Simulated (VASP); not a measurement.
A run of VASP 6.6.1 is set up as follows.

Contents of POSCAR:

```
PbS
1.0
    2.0695340594      1.1948460463      3.3814492087
   -2.0695340594      1.1948460463      3.3814492087
    0.0000000000     -2.3896920926      3.3814492087
Pb S
1 1
Direct
    0.9805657800      0.9805657800      0.9805657800
    0.4750355500      0.4750355500      0.4750355500
```

The input INCAR.step1:

```
SYSTEM = PbS
PREC = Accurate
ENCUT = 520
ISMEAR = -1
SIGMA = 0.05
LREAL = .False.
LASPH = .True.
NELM = 80
NBANDS = 17
GGA = PE
ALGO = Normal
EDIFF = 1E-4
LWAVE = .True.
LCHARG = .False.
```

The input INCAR.step2:

```
SYSTEM = PbS
PREC = Accurate
ENCUT = 520
EDIFF = 1E-6
ISMEAR = -1
SIGMA = 0.05
LREAL = .False.
LASPH = .True.
NELM = 80
ALGO = Normal
ISIF = 2
LWAVE = .False.
LCHARG = .True.
METAGGA = R2SCAN
LMIXTAU = .True.
LELF = .True.
LVHAR = .True.
NBANDS = 17
ISTART = 1
```

KPOINTS

```
regular mesh
0
Gamma
  8 8 8
  0 0 0
```

Potentials or basis: VASP PAW PBE potentials, release 64 (Pb_d, S).

Run with:

```bash
$ cat potpaw_PBE.64/Pb_d/POTCAR potpaw_PBE.64/S/POTCAR > POTCAR
$ cp INCAR.step1 INCAR
$ mpirun -np 1 vasp_std > vasp.out
$ cp INCAR.step2 INCAR
$ mpirun -np 1 vasp_std > vasp.out
```

(1) Predict the largest force.

(2) What does it give for the band gap on the k mesh?

## Answers

(1) 0.048 eV/Å.

(2) 0.48 eV.

Caveat: the PAW data sets were made with another functional, which shifts forces and pressure a little; spin-orbit coupling is left out, which moves the levels of the heavy elements.
